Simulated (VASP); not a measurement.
# BN (F-43m) in VASP: further runs, part 2 of 2

VASP 6.6.1. Earlier steps stand in the parts before.

**3. Single point, PBE-based screened hybrid with 10 % exact exchange**

POSCAR

```
BN
1.0
    0.0000000000      1.8048245542      1.8048245542
    1.8048245542      0.0000000000      1.8048245542
    1.8048245542      1.8048245542      0.0000000000
B N
1 1
Direct
    0.0000000000      0.0000000000      0.0000000000
    0.2500000000      0.2500000000      0.2500000000
```

INCAR.step1

```
PREC     = Accurate       # precision mode
ENCUT    = 520            # plane-wave cutoff, eV
EDIFF    = 1E-5           # SCF threshold, eV
ISMEAR   = 0              # smearing method
SIGMA    = 0.01           # smearing width, eV
LREAL    = F              # projectors in reciprocal space
LASPH    = T              # aspherical terms in the spheres
NELM     = 80             # most SCF steps
ALGO     = Normal         # electronic algorithm
ISIF     = 2              # what is computed and relaxed
LWAVE    = T              # write WAVECAR
LCHARG   = F              # write CHGCAR
NBANDS   = 11             # bands
GGA      = PE             # functional
```

INCAR.step2

```
PREC     = Accurate       # precision mode
ENCUT    = 520            # plane-wave cutoff, eV
EDIFF    = 1E-6           # SCF threshold, eV
ISMEAR   = 0              # smearing method
SIGMA    = 0.01           # smearing width, eV
LREAL    = F              # projectors in reciprocal space
LASPH    = T              # aspherical terms in the spheres
NELM     = 80             # most SCF steps
ALGO     = Normal         # electronic algorithm
ISIF     = 2              # what is computed and relaxed
LWAVE    = F              # write WAVECAR
LCHARG   = F              # write CHGCAR
GGA      = PE             # functional
LHFCALC  = T              # exact exchange
AEXX     = 0.1            # exact-exchange fraction
HFSCREEN = 0.3            # screening, 1/A
PRECFOCK = Normal       
NBANDS   = 11             # bands
ISTART   = 1
```

KPOINTS

```
regular mesh
0
Gamma
  6 6 6
```

Potentials or basis: VASP PAW PBE potentials, release 64 (B, N).

On the command line:

```console
$ cat potpaw_PBE.64/B/POTCAR potpaw_PBE.64/N/POTCAR > POTCAR
$ cp INCAR.step1 INCAR
$ mpirun -np 1 vasp_std > vasp.out
$ cp INCAR.step2 INCAR
$ mpirun -np 1 vasp_std > vasp.out
```

OUTCAR:

```text
PREC = Accurate
   ENCUT = 520
   EDIFF = 1E-6
   ISMEAR = 0
   LREAL = F
   LASPH = T
   NELM = 80
   ISIF = 2
   GGA = PE
   LHFCALC = T
   AEXX = 0.1
   HFSCREEN = 0.3
   PRECFOCK = Normal
   ISTART = 1

 ion  position               nearest neighbor table
   1  0.000  0.000  0.000-   2 1.56   2 1.56   2 1.56   2 1.56
   2  0.250  0.250  0.250-   1 1.56   1 1.56   1 1.56   1 1.56

  LATTYP: Found a face centered cubic cell.
 ALAT       =     3.6096491084

  Lattice vectors:

 A1 = (   0.0000000000,   1.8048245542,   1.8048245542)
 A2 = (   1.8048245542,   0.0000000000,   1.8048245542)
 A3 = (   1.8048245542,   1.8048245542,   0.0000000000)

Analysis of symmetry for initial positions (statically):
=====================================================================
 Subroutine PRICEL returns:
 Original cell was already a primitive cell.

 Routine SETGRP: Setting up the symmetry group for a
 face centered cubic supercell.

 Subroutine GETGRP returns: Found 24 space group operations
 (whereof 24 operations were pure point group operations)
 out of a pool of 48 trial point group operations.

The static configuration has the point symmetry T_d .

Analysis of symmetry for dynamics (positions and initial velocities):
=====================================================================
 Subroutine PRICEL returns:
 Original cell was already a primitive cell.

 Routine SETGRP: Setting up the symmetry group for a
 face centered cubic supercell.

 Subroutine GETGRP returns: Found 24 space group operations
 (whereof 24 operations were pure point group operations)
 out of a pool of 48 trial point group operations.

The dynamic configuration has the point symmetry T_d .

 Subroutine INISYM returns: Found 24 space group operations
[... 118 lines left out ...]
   NKREDY  =     1    reduce k-point grid by
   NKREDZ  =     1    reduce k-point grid by
   AEXX    =    0.1000 exact exchange contribution
   HFSCREEN=    0.3000 screening length (either q_TF or 0.3 A-1)
   HFSCREENC=   0.3000 screening length for correlation (either q_TF or 0.3 A-1)
   ENCUTFOCK=  -1.0 apply spherical cutoff to Coloumb kernel
   IVDW    =     0    specifies the selected vdW correction
   LEPSILON=     F    determine dielectric tensor
   LRPA    =     F    only Hartree local field effects (RPA)
 non-spin polarized calculation
 Gauss-broadening in eV      SIGMA  =   0.01
  energy-cutoff  :      520.00
  volume of cell :       11.76
 maximum number of plane-waves:       332
  NGX = 16; NGY = 16; NGZ = 16

 number of electron       7.9999999 magnetization

 Free energy of the ion-electron system (eV)
  ---------------------------------------------------
  ext. energy  EPLUGINS =         0.00000000
  ---------------------------------------------------
  free energy    TOTEN  =       -18.43373006 eV

  energy without entropy =      -18.43373006  energy(sigma->0) =      -18.43373006

 E-fermi :   7.2426     XC(G=0): -11.9681

 val. band max:        7.1753554656   @ k =   0.0000   0.0000   0.0000
 cond. band min:      12.0641334793   @ k =   0.5000   0.5000   0.0000
 fundamental gap:      4.8887780137
 Fermi energy:         7.2426071157

 k-point     1 :       0.0000    0.0000    0.0000
  band No.  band energies     occupation
      1     -13.8329      2.00000
      2       7.1754      2.00000
      3       7.1754      2.00000
      4       7.1754      2.00000
      5      16.5984      0.00000
      6      16.5984      0.00000
      7      16.5984      0.00000
      8      18.2019      0.00000
      9      32.6890      0.00000
     10      35.6746      0.00000
     11      35.6746      0.00000
[... 197 lines left out ...]
 k-point    16 :      -0.3333    0.5000    0.1667
  band No.  band energies     occupation
      1      -7.8212      2.00000
      2      -1.3358      2.00000
      3       0.7571      2.00000
      4       0.8255      2.00000
      5      15.4642      0.00000
      6      19.8062      0.00000
      7      23.0807      0.00000
      8      24.8309      0.00000
      9      27.6571      0.00000
     10      33.9800      0.00000
     11      38.1852      0.00000

------------------------ aborting loop because EDIFF is reached ----------------------------------------

  FORCE on cell =-STRESS in cart. coord.  units (eV):
  Direction    XX          YY          ZZ          XY          YZ          ZX
  --------------------------------------------------------------------------------------
  -------------------------------------------------------------------------------------
  Total        0.1137939      0.1137939      0.1137939      0.0000000      0.0000000     -0.0000000
  in kB       15.5058101     15.5058101     15.5058101      0.0000000      0.0000000     -0.0000000
  external PRESSURE =      15.5058101 kB  Pullay stress =       0.0000000 kB

 VOLUME and BASIS-vectors are now :
 -----------------------------------------------------------------------------
  energy-cutoff  :      520.00
  volume of cell :       11.76
      direct lattice vectors                 reciprocal lattice vectors
     0.000000000  1.804824554  1.804824554    -0.277035238  0.277035238  0.277035238
     1.804824554  0.000000000  1.804824554     0.277035238 -0.277035238  0.277035238
     1.804824554  1.804824554  0.000000000     0.277035238  0.277035238 -0.277035238

 POSITION                                       TOTAL-FORCE (eV/Angst)
 -----------------------------------------------------------------------------------
      0.00000      0.00000      0.00000        -0.000000     -0.000000     -0.000000
      0.90241      0.90241      0.90241         0.000000      0.000000      0.000000
 -----------------------------------------------------------------------------------
    total drift:                               -0.000000     -0.000001     -0.000000

  FREE ENERGIE OF THE ION-ELECTRON SYSTEM (eV)
  ---------------------------------------------------
  free  energy   TOTEN  =       -18.4337300568 eV

  energy  without entropy=      -18.4337300568  energy(sigma->0) =      -18.43373006
```

OUTCAR.step1:

```text
PREC = Accurate
   ENCUT = 520
   EDIFF = 1E-5
   ISMEAR = 0
   LREAL = F
   LASPH = T
[... 433 lines left out ...]
 -----------------------------------------------------------------------------------
      0.00000      0.00000      0.00000        -0.000000     -0.000000      0.000000
      0.90241      0.90241      0.90241         0.000000      0.000000     -0.000000
 -----------------------------------------------------------------------------------
    total drift:                                0.000000      0.000000      0.000000

  FREE ENERGIE OF THE ION-ELECTRON SYSTEM (eV)
  ---------------------------------------------------
  free  energy   TOTEN  =       -17.4444447684 eV

  energy  without entropy=      -17.4444447684  energy(sigma->0) =      -17.44444477
```

Run time: 3.3 min. Hardware: 1 thread of Intel Xeon 8259CL, shared host; peak memory 0.22 GiB.

Results:

```yaml
Free_energy: -18.4337 eV
Pressure: 1.6 GPa
Band_gap_on_the_k_mesh: 4.89 eV (least direct gap 9.42 eV)
```

Levels at points of the mesh, in eV from the valence-band top:
```csv
k point,band 1,band 2,band 3,band 4,band 5,band 6,band 7,band 8
"(0.00, 0.00, 0.00)",-21.01,0.00,0.00,0.00,9.42,9.42,9.42,11.03
"(0.50, 0.00, 0.00)",-16.65,-11.09,-2.01,-2.01,10.77,11.34,11.34,16.04
"(0.50, 0.50, 0.00)",-15.23,-9.27,-5.08,-5.08,4.89,9.75,18.88,18.88
```

Caveat: the k points lie up to 0.50 Å⁻¹ apart; the PAW data sets were made with another functional, which shifts forces and pressure a little. A k mesh can miss the band edges.
